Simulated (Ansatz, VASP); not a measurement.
**One calculation of TiIn2, two programs**

```
CELL_PARAMETERS angstrom
5.05683 0.00000 0.00000
-2.52841 4.37934 0.00000
0.00000 0.00000 2.90701
ATOMIC_POSITIONS crystal
Ti 0.00000 0.00000 0.00000
In 0.33333 0.66667 0.50000
In 0.66667 0.33333 0.50000
```

Change from the starting cell: species swapped into the EuSi2 type (P6/mmm, No. 191).

Alike in both runs: task relaxation of cell and atoms; functional PBE; k mesh 6 × 6 × 6; occupations gaussian, width 0.1 eV; no spin polarisation.

|  | VASP | Ansatz |
| --- | --- | --- |
| version | VASP 6.6.1 | Ansatz 0.2.0 |
| potentials or method | VASP PAW PBE potentials, release 64 (Ti_sv, In_d), cutoff 600 eV | scalar-relativistic, plane waves, PAW |
| valence electrons in the cell | 38 | 38 |

```csv
,VASP,Ansatz,Ansatz less VASP
"gap on the k mesh at the Fermi level, each at its own relaxed structure (eV)",none,none,-
relaxed volume (Å³/atom),21.20,21.28,+0.083
relaxed cell length with the largest relative difference (Å),3.014,3.021,+0.0064
```

A gap of «none» marks a metal or a gap that the smearing closes.

The k mesh is coarse, so the values compare programs but aren't converged.
